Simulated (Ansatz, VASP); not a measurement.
AlNi4Bi in VASP and in Ansatz

```
Al Bi Ni
1.0
     2.42285   -4.00916    0.00000
     2.42285    4.00916    0.00000
     0.00000    0.00000    3.81389
Al Bi Ni
1 1 4
Direct
  0.00000 0.00000 0.50000
  0.50000 0.50000 0.00000
  0.17056 0.82944 0.00000
  0.82944 0.17056 0.00000
  0.00000 0.50000 0.50000
  0.50000 0.00000 0.50000
```

Alike in both runs: task single point; functional PBEsol; k mesh 4 × 4 × 6; occupations gaussian, width 0.1 eV; no spin polarisation.

|  | VASP | Ansatz |
| --- | --- | --- |
| version | VASP 6.6.1 | Ansatz 0.2.0 |
| potentials or method | VASP PAW PBE potentials, release 64 (Al, Bi_d, Ni), cutoff 520 eV | scalar-relativistic, plane waves, PAW |
| valence electrons in the cell | 58 | 90 |

VASP gave:

* gap on the k mesh at the Fermi level (eV): none
* pressure (GPa): 20.4
* traceless stress, the component that is largest in VASP (GPa): 6.87
* rms of the force components (eV/Å): 0.016

**Question.** What did Ansatz give for the same quantities?

**Answer.** gap on the k mesh at the Fermi level (eV): none; pressure (GPa): 20.5; traceless stress, the component that is largest in VASP (GPa): 6.88; rms of the force components (eV/Å): 0.016.

VASP's potentials were made for PBE, not for PBEsol. Atom by atom the forces differ by 0.000 eV/Å (rms over components). A gap of «none» marks a metal or a gap that the smearing closes. VASP's potentials hold 58 valence electrons a cell and Ansatz's 90, so a difference there can come from the potentials and not from the codes.

The k mesh is coarse, so the values compare programs but aren't converged. Spin-orbit coupling is off throughout.
